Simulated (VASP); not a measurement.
Runs of VASP 6.6.1 on LiH. Symmetry: Pm-3m, No. 221, cubic system. The conventional cell has a = 2.502 Å, b = 2.502 Å, c = 2.502 Å, α = 90.00°, β = 90.00°, γ = 90.00°. Li (site symmetry m-3m) has 8 H at 2.17 Å and 6 Li at 2.50 Å within 2.9 Å. Within 2.9 Å of H (site symmetry m-3m) lie 8 Li at 2.17 Å and 6 H at 2.50 Å. 

```tsv
level	k mesh	smearing	grid for exact exchange (PRECFOCK)	share of exact exchange	screening parameter	gap on the mesh (eV)
PBE-based global hybrid	4 × 4 × 4	gaussian 0.01 eV	Normal	0.2	-	1.93
r2SCAN	8 × 8 × 8	methfessel-paxton 0.001 eV	-	-	-	1.30
PBE-based screened hybrid	4 × 4 × 4	gaussian 0.01 eV	Normal	0.1	0.1 1/Å	1.13
PBE-based global hybrid	4 × 4 × 4	gaussian 0.01 eV	Normal	0.5	-	3.88
HSE06	4 × 4 × 4	gaussian 0.01 eV	Normal	-	0.2079 1/Å	(b)
r2SCAN	8 × 8 × 8	gaussian 0.01 eV	-	-	-	1.30
PBE-based screened hybrid	4 × 4 × 4	gaussian 0.01 eV	Normal	0.35	0.1 1/Å	(a)
```

Alike in all rows: task single point; potentials or basis VASP PAW PBE potentials, release 64 (Li_sv, H); no spin polarisation; cell as given; cutoff (eV) 520.

Q: Fill in the values left out.

A: (a) 2.31; (b) 1.46.

Caveats: some runs use coarse meshes.

A k mesh can miss the band edges.
